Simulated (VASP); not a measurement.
KI:

```
CELL_PARAMETERS angstrom
5.07480 0.00000 0.00000
-2.53740 4.39490 0.00000
0.00000 0.00000 24.86118
ATOMIC_POSITIONS crystal
K 0.00000 0.00000 0.00000
K 0.33333 0.66667 0.16667
K 0.66667 0.33333 0.33333
K 0.00000 0.00000 0.50000
K 0.66667 0.33333 0.66667
K 0.33333 0.66667 0.83333
I 0.66667 0.33333 0.08333
I 0.00000 0.00000 0.25000
I 0.33333 0.66667 0.41667
I 0.33333 0.66667 0.58333
I 0.00000 0.00000 0.75000
I 0.66667 0.33333 0.91667
```

| Item | Value |
| --- | --- |
| Program | VASP 6.6.1 |
| Task | relaxation of cell and atoms |
| Functional | PBE |
| Potentials or basis | VASP PAW PBE potentials, release 64 (K_sv, I) |
| Cutoff | 600 eV |
| k mesh | 6 × 6 × 1 |
| Occupations | gaussian, width 0.02 eV |
| Spin | no spin polarisation |

At the start: pressure 0.1 GPa; volume 46.21 Å³/atom.

Q: How do energy, volume and symmetry change on relaxing?

A: Over 9 steps the energy falls by 3.6 meV/atom and the volume is 46.63 Å³/atom (+0.9 %); space group P6_3/mmc (No. 194, to 0.05 Å).

Step by step:
```csv
step,energy change (eV),largest force (eV/Å),pressure (GPa),volume (Å³)
1,0.0000,0.1506,0.15,554.48
2,-0.0143,0.1230,0.07,557.86
3,-0.0337,0.0482,-0.14,567.95
4,-0.0339,0.0432,-0.15,568.67
5,-0.0395,0.0340,-0.08,564.19
6,-0.0418,0.0338,0.00,559.66
7,-0.0418,0.0334,0.01,559.06
8,-0.0423,0.0272,0.01,559.19
9,-0.0433,0.0094,0.00,559.58
```

Final structure:
```xyz
12
Lattice="5.0196 0.0000 0.0000 -2.5098 4.3471 0.0000 0.0000 0.0000 25.6440" Properties=species:S:1:pos:R:3 pbc="T T T"
K     0.0000    0.0000    0.0000
K     0.0000    2.8981    4.2988
K     2.5098    1.4490    8.5232
K     0.0000    0.0000   12.8220
K     2.5098    1.4490   17.1207
K     0.0000    2.8981   21.3452
I     2.5098    1.4490    2.1885
I     0.0000    0.0000    6.4110
I     0.0000    2.8981   10.6334
I     0.0000    2.8981   15.0105
I     0.0000    0.0000   19.2330
I     2.5098    1.4490   23.4554
```
